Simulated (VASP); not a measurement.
Input of a VASP 6.6.1 run:

File INCAR:

```
SYSTEM = PbO2
PREC = Accurate
ENCUT = 520
EDIFF = 1E-6
ISMEAR = 0
SIGMA = 0.1
LREAL = .False.
LASPH = .True.
NELM = 100
ALGO = Normal
ISIF = 2
LWAVE = .False.
LCHARG = .True.
GGA = PS
LELF = .True.
LVHAR = .True.
NBANDS = 20
```

The input KPOINTS:

```
Automatic mesh
0
Gamma
  14 14 14
  0 0 0
```

Contents of POSCAR:

```
PbO2
1.0
    0.0000000000      2.5817809918      2.5817809918
    2.5817809918      0.0000000000      2.5817809918
    2.5817809918      2.5817809918      0.0000000000
Pb O
1 2
Direct
    0.0000000000      0.0000000000      0.0000000000
    0.2500000000      0.2500000000      0.2500000000
    0.7500000000      0.7500000000      0.7500000000
```

Potentials or basis: VASP PAW PBE potentials, release 64 (Pb_d, O).

Command:

```bash
$ cat potpaw_PBE.64/Pb_d/POTCAR potpaw_PBE.64/O/POTCAR > POTCAR
$ mpirun -np 1 vasp_std > vasp.out
```

What does it give for the band gap on the k mesh?

Zero (band 13 reaches 7.40 eV, above the bottom of band 14 at 5.85 eV).

What does it give for the pressure?

18.7 GPa.

Caveat: the PAW data sets were made with another functional, which shifts forces and pressure a little; spin-orbit coupling is left out, which moves the levels of the heavy elements.
